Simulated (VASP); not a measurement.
**CoSi2: single point with PBE**

Crystal: CoSi2.

```
Co Si
1.0
     0.00000    2.70027    2.70027
     2.70027    0.00000    2.70027
     2.70027    2.70027    0.00000
Co Si
1 2
Cartesian
  0.0000 0.0000 0.0000
  1.3501 1.3501 1.3501
  4.0504 4.0504 4.0504
```

This cell differs from its parent crystal: volume scaled by 1.02.

```json
{
 "Program": "VASP 6.6.1",
 "Task": "single point",
 "Functional": "PBE",
 "Potentials or basis": "VASP PAW PBE potentials, release 64 (Co, Si)",
 "Cutoff": "520 eV",
 "k mesh": "11 × 11 × 11",
 "Occupations": "fermi-dirac, width 0.05 eV",
 "Spin": "collinear spin, ferromagnetic start",
 "Starting moments": "[2.0, 0.0, 0.0] μB",
 "Dipole correction": "no",
 "Further INCAR settings": "ALGO = Normal; EDIFF = 1e-06; NBANDS = 20"
}
```

```
Pressure                                              : -4.0 GPa
Net moment                                            : 0.00 μB per cell
Valence electrons inside the program's atomic spheres : Co 8.79; Si 1.57
```

Levels at points of the mesh, in eV from the Fermi level:
Spin up:
| k point | band 5 | band 6 | band 7 | band 8 | band 9 | band 10 | band 11 | band 12 | band 13 | band 14 |
| --- | --- | --- | --- | --- | --- | --- | --- | --- | --- | --- |
| (0.00, 0.00, 0.00) | -1.82 | -1.82 | 0.52 | 3.31 | 3.31 | 3.31 | 3.45 | 3.45 | 3.45 | 5.57 |
Spin down:
```csv
k point,band 7,band 8,band 9,band 10,band 11,band 12
"(0.00, 0.00, 0.00)",0.52,3.31,3.31,3.31,3.45,3.45
```

Wall time 74 s on 1 thread of Intel(R) Xeon(R) 6975P-C (Granite Rapids), on a shared host, peak memory 0.21 GiB.

Caveat: the starting moments collapsed, and a magnetic state may lie lower.
